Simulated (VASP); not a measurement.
A run of VASP 6.6.1:

INCAR

```
SYSTEM = Si3Ni7
PREC     = Accurate       ! precision mode
ENCUT    = 520            ! plane-wave cutoff, eV
EDIFF    = 1E-6           ! SCF threshold, eV
ISMEAR   = -1             ! smearing method
SIGMA    = 0.0862         ! smearing width, eV
LREAL    = Auto         
LASPH    = .True.         ! aspherical terms in the spheres
NELM     = 80             ! most SCF steps
ALGO     = Normal         ! electronic algorithm
ISIF     = 2              ! what is computed and relaxed
LWAVE    = .False.        ! write WAVECAR
LCHARG   = .False.        ! write CHGCAR
GGA      = PE             ! functional
NBANDS   = 98             ! bands
ISYM     = 0
```

File KPOINTS:

```
Automatic mesh
0
Gamma
  1 1 1
  0.25 0.25 0.25
```

Contents of POSCAR:

```
Si3Ni7
1.0
    6.3191000000      0.0520890000     -0.0979460000
    0.0520890000      6.2804780000      0.1071670000
   -0.0979460000      0.1071670000      6.3162060000
Ni Si
14 6
Direct
    0.2463223911      0.2080056059      0.7081721141
    0.4250305127      0.6560278069      0.2973898424
    0.5847419975      0.3894624729      0.6878878895
    0.3676428801      0.1571648446      0.3137206520
    0.1413876540      0.4713099913      0.4275497787
    0.1849389842      0.3971360443      0.0627014311
    0.8176047173      0.6893116117      0.5549131321
    0.9498745281      0.7440700566      0.1586996458
    0.6673362453      0.9730256613      0.1706389365
    0.8698535791      0.0989276937      0.5914973157
    0.1507406168      0.8689112322      0.4603020912
    0.2795326936      0.9404750193     -0.0166678821
    0.2895383782      0.6278014868      0.7218622262
    0.7773575269      0.3970516612      0.2658094472
    0.5137436790      0.9042818620      0.6051887738
    0.9824437014      0.4130261518      0.7468514575
    1.0025325678      0.1124211480      0.2586573677
    0.6266626571      0.6483988499      0.9702432348
    0.5190326710      0.2547832634      0.9717676745
    0.9292990130      0.8739815532      0.8523596507
```

Potentials or basis: VASP PAW PBE potentials, release 64 (Ni, Si).

Run with:

```bash
$ cat potpaw_PBE.64/Ni/POTCAR potpaw_PBE.64/Si/POTCAR > POTCAR
$ mpirun -np 1 vasp_std > vasp.out
```

Hardware: 1 thread of Intel(R) Xeon(R) Platinum 8488C (Sapphire Rapids), on a shared host.

Q: Estimate the wall time of this run.

A: It took 110 s on 1 thread of Intel(R) Xeon(R) Platinum 8488C (Sapphire Rapids), on a shared host, peak memory 0.32 GiB. Counts: scf iterations 28, k points 1.
